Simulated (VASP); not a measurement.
# Ni (Im-3m) in VASP: further runs

The runs below take Ni through single point, with PBE.

All numbers are computed with VASP 6.6.1; they aren't measurements. Logs are shortened: lines on timing, memory, paths and dates and some standing lists are left out, and cuts for length are marked.

## 1. The cell of the first run

The structure is cubic, space group Im-3m (No. 229). The conventional cell has a = 2.763 Å, b = 2.763 Å, c = 2.763 Å, α = 90.00°, β = 90.00°, γ = 90.00°. Ni (site symmetry m-3m) has 14 Ni at 2.39 to 2.76 Å within 3.2 Å.

## 2. Single point, PBE, collinear spin, ferromagnetic start (volume scaled by 0.96)

INCAR

```
  PREC = Accurate
  ENCUT = 600
  EDIFF = 1E-6
  ISMEAR = -1
  SIGMA = 0.05
  LREAL = False
  LASPH = True
  NELM = 200
  ALGO = Normal
  ISIF = 2
  LWAVE = False
  LCHARG = True
  ISPIN = 2
  MAGMOM = 0.592
  LORBIT = 11
  LMAXMIX = 4
  GGA = PE
  LELF = True
  LVHAR = True
  NBANDS = 15
  GGA_COMPAT = False
```

KPOINTS

```
regular mesh
0
Gamma
  18 18 18
```

POSCAR

```
Ni
1.0
   -1.3814049272      1.3814049272      1.3814049272
    1.3814049272     -1.3814049272      1.3814049272
    1.3814049272      1.3814049272     -1.3814049272
Ni
1
Direct
    0.0000000000      0.0000000000      0.0000000000
```

Potentials or basis: VASP PAW PBE potentials, release 64 (Ni).

Launch:

```
> cat potpaw_PBE.64/Ni/POTCAR > POTCAR
> mpirun -np 1 vasp_std > vasp.out
```

OUTCAR:

```text
PREC = Accurate
   ENCUT = 600
   EDIFF = 1E-6
   ISMEAR = -1
   LREAL = False
   LASPH = True
   NELM = 200
   ISIF = 2
   ISPIN = 2
   LORBIT = 11
   GGA = PE

 ion  position               nearest neighbor table
   1  0.000  0.000  0.000-

  LATTYP: Found a body centered cubic cell.
 ALAT       =     2.7628098544

  Lattice vectors:

 A1 = (  -1.3814049272,   1.3814049272,   1.3814049272)
 A2 = (   1.3814049272,  -1.3814049272,   1.3814049272)
 A3 = (   1.3814049272,   1.3814049272,  -1.3814049272)

Analysis of symmetry for initial positions (statically):
=====================================================================
 Subroutine PRICEL returns:
 Original cell was already a primitive cell.

 Routine SETGRP: Setting up the symmetry group for a
 body centered cubic supercell.

 Subroutine GETGRP returns: Found 48 space group operations
 (whereof 48 operations were pure point group operations)
 out of a pool of 48 trial point group operations.

The static configuration has the point symmetry O_h .

Analysis of symmetry for dynamics (positions and initial velocities):
=====================================================================
 Subroutine PRICEL returns:
 Original cell was already a primitive cell.

 Routine SETGRP: Setting up the symmetry group for a
 body centered cubic supercell.

 Subroutine GETGRP returns: Found 48 space group operations
 (whereof 48 operations were pure point group operations)
 out of a pool of 48 trial point group operations.

The dynamic configuration has the point symmetry O_h .

Analysis of structural, dynamic, and magnetic symmetry:
=====================================================================
 Subroutine PRICEL returns:
 Original cell was already a primitive cell.

 Routine SETGRP: Setting up the symmetry group for a
 body centered cubic supercell.

 Subroutine GETGRP returns: Found 48 space group operations
 (whereof 48 operations were pure point group operations)
 out of a pool of 48 trial point group operations.

The overall configuration has the point symmetry O_h .

 Subroutine INISYM returns: Found 48 space group operations
 (whereof 48 operations are pure point group operations),
 and found     1 'primitive' translations

----------------------------------------------------------------------------------------

                                     Primitive cell

  volume of cell :      10.5444

  direct lattice vectors                    reciprocal lattice vectors
    -1.381404927  1.381404927  1.381404927     0.000000000  0.361950352  0.361950352
     1.381404927 -1.381404927  1.381404927     0.361950352  0.000000000  0.361950352
     1.381404927  1.381404927 -1.381404927     0.361950352  0.361950352  0.000000000

  length of vectors
     2.392663520  2.392663520  2.392663520     0.511875097  0.511875097  0.511875097

  position of ions in fractional coordinates (direct lattice)
     0.000000000  0.000000000  0.000000000

  ion indices of the primitive-cell ions
   primitive index   ion index
                 1           1

----------------------------------------------------------------------------------------

 KPOINTS: regular mesh

Automatic generation of k-mesh.
 Grid dimensions read from file:
 generate k-points for:   18   18   18

 Generating k-lattice:

  Cartesian coordinates                     Fractional coordinates (reciprocal lattice)
     0.000000000  0.020108353  0.020108353     0.055555556  0.000000000  0.000000000
     0.020108353  0.000000000  0.020108353     0.000000000  0.055555556  0.000000000
     0.020108353  0.020108353  0.000000000     0.000000000  0.000000000  0.055555556

  Length of vectors
     0.028437505  0.028437505  0.028437505

  Shift w.r.t. Gamma in fractional coordinates (k-lattice)
     0.000000000  0.000000000  0.000000000

 Subroutine IBZKPT returns following result:
 ===========================================

 Found    195 irreducible k-points:

 Following reciprocal coordinates:
            Coordinates               Weight
  0.000000  0.000000  0.000000      1.000000
  0.055556  0.000000  0.000000     12.000000
  0.111111  0.000000  0.000000     12.000000
  0.166667  0.000000  0.000000     12.000000
  0.222222  0.000000  0.000000     12.000000
  0.277778  0.000000  0.000000     12.000000
[... 16 lines left out ...]
  0.333333  0.111111 -0.000000     48.000000
  0.388889  0.111111 -0.000000     48.000000
 [... further k-points ...]
   k-points           NKPTS =    195   k-points in BZ     NKDIM =    195   number of bands    NBANDS=     15
   number of dos      NEDOS =    301   number of ions     NIONS =      1
   total plane-waves  NPLWV =   8000
   dimension x,y,z NGX =    20 NGY =   20 NGZ =   20
   dimension x,y,z NGXF=    40 NGYF=   40 NGZF=   40
   ions per type =               1
   NGX,Y,Z   is equivalent  to a cutoff of  13.90, 13.90, 13.90 a.u.
   NGXF,Y,Z  is equivalent  to a cutoff of  27.79, 27.79, 27.79 a.u.
 SYSTEM =  unknown system
   PREC   = accura    normal or accurate (medium, high low for compatibility)
   ISTART =      0    job   : 0-new  1-cont  2-samecut
   ICHARG =      2    charge: 1-file 2-atom 10-const
   ISPIN  =      2    spin polarized calculation?
   LNONCOLLINEAR =      F non collinear calculations
   LSORBIT =      F    spin-orbit coupling
   LASPH  =      T    aspherical Exc in radial PAW
   ENCUT  =  600.0 eV  44.10 Ry    6.64 a.u.   4.78  4.78  4.78*2*pi/ulx,y,z
   NELM   =    200;   NELMIN=  2; NELMDL= -5     # of ELM steps
   EDIFF  = 0.1E-05   stopping-criterion for ELM
   LREAL  =      F    real-space projection
   EDIFFG = 0.1E-04   stopping-criterion for IOM
   NSW    =      0    number of steps for IOM
   IBRION =     -1    ionic relax: 0-MD 1-quasi-New 2-CG
   NFREE  =      0    steps in history (QN), initial steepest desc. (CG)
   ISIF   =      2    stress and relaxation
   ISYM   =      2    0-nonsym 1-usesym 2-fastsym
   POTIM  = 0.5000    time-step for ionic-motion
   TEBEG  =    0.0;   TEEND  =   0.0 temperature during run
   PSTRESS=    0.0 pullay stress
   NELECT =      10.0000    total number of electrons
   NUPDOWN=      -1.0000    fix difference up-down
   EMIN   =  10.00;   EMAX   =-10.00  energy-range for DOS
   EFERMI =   0.00;   METHOD = LEGACY
   ISMEAR =    -1;   SIGMA  =   0.05  broadening in eV -4-tet -1-fermi 0-gaus
   EFERMI_NEDOS =   21; number of points for ismear=-14 and -15
   IALGO  =     38    algorithm
   IMIX   =      4    mixing-type and parameters
     AMIX     =   0.40;   BMIX     =  1.00
     AMIX_MAG =   1.60;   BMIX_MAG =  1.00
  volume/ion in A,a.u.               =      10.54        71.16
  Fermi-wavevector in a.u.,A,eV,Ry     =   1.608424  3.039480 35.198642  2.587027
  Thomas-Fermi vector in A             =   2.704295
   LORBIT       =     11    0 simple, 1 ext, 2 COOP (PROOUT), +10 PAW based schemes
   GGA     = PE    functional components
   LHFCALC =     F    Hartree Fock is set to
   AEXX    =    0.0000 exact exchange contribution
   IVDW    =     0    specifies the selected vdW correction
   LEPSILON=     F    determine dielectric tensor
   LRPA    =     F    only Hartree local field effects (RPA)
 spin polarized calculation
  energy-cutoff  :      600.00
  volume of cell :       10.54
 maximum number of plane-waves:       370
   NGX =  9   NGY =  9   NGZ =  9

 number of electron      10.0000003 magnetization       0.5485565

 Free energy of the ion-electron system (eV)
  ---------------------------------------------------
  ext. energy  EPLUGINS =         0.00000000
  ---------------------------------------------------
  free energy    TOTEN  =        -5.37064220 eV

  energy without entropy =       -5.35722944  energy(sigma->0) =       -5.36393582

 E-fermi :   9.6843     XC(G=0): -13.4361

 val. band max:        9.6757138905   @ k =  -0.3889  -0.3889   0.1667
 cond. band min:       9.6922404456   @ k =  -0.3333   0.3333   0.1111
 fundamental gap:      0.0165265551
 Fermi energy:         9.6843409228

 spin component 1

 k-point     1 :       0.0000    0.0000    0.0000
  band No.  band energies     occupation
      1       0.5913      1.00000
      2       7.3287      1.00000
      3       7.3287      1.00000
      4       7.3287      1.00000
      5       8.8036      1.00000
      6       8.8036      1.00000
      7      36.4795      0.00000
      8      36.4795      0.00000
      9      36.4795      0.00000
     10      41.5938      0.00000
     11      41.5938      0.00000
     12      42.8880      0.00000
     13      42.8880      0.00000
     14      42.8880      0.00000
     15      43.5290      0.00000
[... 397 lines left out ...]
 k-point    24 :       0.3889    0.1111   -0.0000
  band No.  band energies     occupation
      1       5.1269      1.00000
      2       6.4313      1.00000
      3       8.0518      1.00000
      4       8.6900      1.00000
      5       9.1443      0.99998
      6      11.0261      0.00000
      7      17.3844      0.00000
      8      26.3163      0.00000
      9      29.7634      0.00000
     10      35.6961      0.00000
     11      40.5769      0.00000
     12      44.1280      0.00000
     13      49.8827      0.00000
     14      53.4159      0.00000
     15      55.8365      0.00000

 [... further k-points ...]

 spin component 2

 k-point     1 :       0.0000    0.0000    0.0000
  band No.  band energies     occupation
      1       0.5829      1.00000
      2       7.9952      1.00000
      3       7.9952      1.00000
      4       7.9952      1.00000
      5       9.2794      0.99970
      6       9.2794      0.99970
      7      36.3877      0.00000
      8      36.3877      0.00000
      9      36.3877      0.00000
     10      41.5255      0.00000
     11      41.5256      0.00000
     12      43.0711      0.00000
     13      43.0711      0.00000
     14      43.0711      0.00000
     15      43.6881      0.00000
[... 397 lines left out ...]
 k-point    24 :       0.3889    0.1111   -0.0000
  band No.  band energies     occupation
      1       5.4707      1.00000
      2       7.0293      1.00000
      3       8.3785      1.00000
      4       9.2418      0.99986
      5       9.6944      0.45001
      6      11.4353      0.00000
      7      17.6684      0.00000
      8      26.3895      0.00000
      9      29.8194      0.00000
     10      35.7632      0.00000
     11      40.6577      0.00000
     12      44.1189      0.00000
     13      49.9934      0.00000
     14      53.5298      0.00000
     15      56.9185      0.00000

 [... further k-points ...]
[... 5 lines left out ...]
  --------------------------------------------------------------------------------------
  -------------------------------------------------------------------------------------
  Total        0.5609941      0.5609941      0.5609941      0.0000000      0.0000000     -0.0000000
  in kB       85.2404811     85.2404811     85.2404811      0.0000000      0.0000000     -0.0000000
  external PRESSURE =      85.2404811 kB  Pullay stress =       0.0000000 kB

 VOLUME and BASIS-vectors are now :
 -----------------------------------------------------------------------------
  energy-cutoff  :      600.00
  volume of cell :       10.54
      direct lattice vectors                 reciprocal lattice vectors
    -1.381404927  1.381404927  1.381404927     0.000000000  0.361950352  0.361950352
     1.381404927 -1.381404927  1.381404927     0.361950352  0.000000000  0.361950352
     1.381404927  1.381404927 -1.381404927     0.361950352  0.361950352  0.000000000

 POSITION                                       TOTAL-FORCE (eV/Angst)
 -----------------------------------------------------------------------------------
      0.00000      0.00000      0.00000         0.000000      0.000000      0.000000
 -----------------------------------------------------------------------------------
    total drift:                                0.000000     -0.000000      0.000000

  FREE ENERGIE OF THE ION-ELECTRON SYSTEM (eV)
  ---------------------------------------------------
  free  energy   TOTEN  =        -5.3706422048 eV

  energy  without entropy=       -5.3572294392  energy(sigma->0) =       -5.36393582

 total charge

# of ion       s       p       d       tot
------------------------------------------
    1        0.505   0.517   8.350   9.371

 magnetization (x)

# of ion       s       p       d       tot
------------------------------------------
    1       -0.004  -0.016   0.574   0.554
```

Run time: 51 s. Hardware: 1 thread of Intel Xeon 6975P-C, shared host; peak memory 0.18 GiB.

Results:

```yaml
Free_energy: -5.3706 eV
Pressure: 8.5 GPa
Net_moment: 0.55 μB per cell
Site_moments: Ni +0.55 μB
Valence_electrons_inside_the_program's_atomic_spheres: Ni 9.37
```

Caveat: the cell differs from its parent crystal (volume scaled by 0.96).

## 3. Single point, PBE, collinear spin, ferromagnetic start

This run uses another cell than the first one, of 10.98 Å³/atom, 1.042 times its volume.

INCAR

```
SYSTEM = Ni
ALGO = Normal
EDIFF = 1E-6
ENCUT = 600
GGA = PE
GGA_COMPAT = .False.
ISIF = 2
ISMEAR = -1
ISPIN = 2
LASPH = .True.
LCHARG = .False.
LMAXMIX = 4
LORBIT = 11
LREAL = .False.
LWAVE = .False.
MAGMOM = 0.592
NBANDS = 15
NELM = 200
PREC = Accurate
SIGMA = 0.05
```

KPOINTS

```
k-points
0
Gamma
  18 18 18
  0 0 0
```

POSCAR

```
Ni
1.0
   -1.4003306342      1.4003306342      1.4003306342
    1.4003306342     -1.4003306342      1.4003306342
    1.4003306342      1.4003306342     -1.4003306342
Ni
1
Direct
    0.0000000000      0.0000000000      0.0000000000
```

Potentials or basis: VASP PAW PBE potentials, release 64 (Ni).

Launch:

```
> cat potpaw_PBE.64/Ni/POTCAR > POTCAR
> mpirun -np 1 vasp_std > vasp.out
```

Run time: 60 s. Hardware: 1 thread of Intel Xeon 6975P-C, shared host; peak memory 0.18 GiB.

Results (log left out):

| Quantity | Value |
| --- | --- |
| Free energy | -5.3821 eV |
| Pressure | 0.0 GPa |
| Net moment | 0.57 μB per cell |
| Site moments | Ni +0.57 μB |
| Valence electrons inside the program's atomic spheres | Ni 9.30 |

Levels at points of the mesh, in eV from the Fermi level:
Spin up:
| k point | band 1 | band 2 | band 3 | band 4 | band 5 | band 6 | band 7 | band 8 | band 9 | band 10 |
| --- | --- | --- | --- | --- | --- | --- | --- | --- | --- | --- |
| (0.00, 0.00, 0.00) | -8.82 | -2.27 | -2.27 | -2.27 | -0.87 | -0.87 | 26.36 | 26.36 | 26.36 | 31.19 |
| (0.50, 0.00, 0.00) | -4.55 | -3.17 | -0.95 | -0.72 | -0.07 | 0.30 | 6.41 | 19.03 | 19.90 | 23.65 |
| (0.50, 0.50, 0.50) | -4.12 | -4.12 | -0.29 | -0.29 | -0.29 | 9.73 | 9.73 | 9.73 | 15.58 | 15.58 |
Spin down:
```
           k point  band 3  band 4  band 5  band 6  band 7  band 8
(0.00, 0.00, 0.00)   -1.58   -1.58   -0.38   -0.38   26.26   26.26
(0.50, 0.00, 0.00)   -0.39   -0.22    0.26    0.72    6.76   18.96
(0.50, 0.50, 0.50)    0.49    0.49    0.49    9.76    9.76    9.76
```

[end of part 1 of 2]
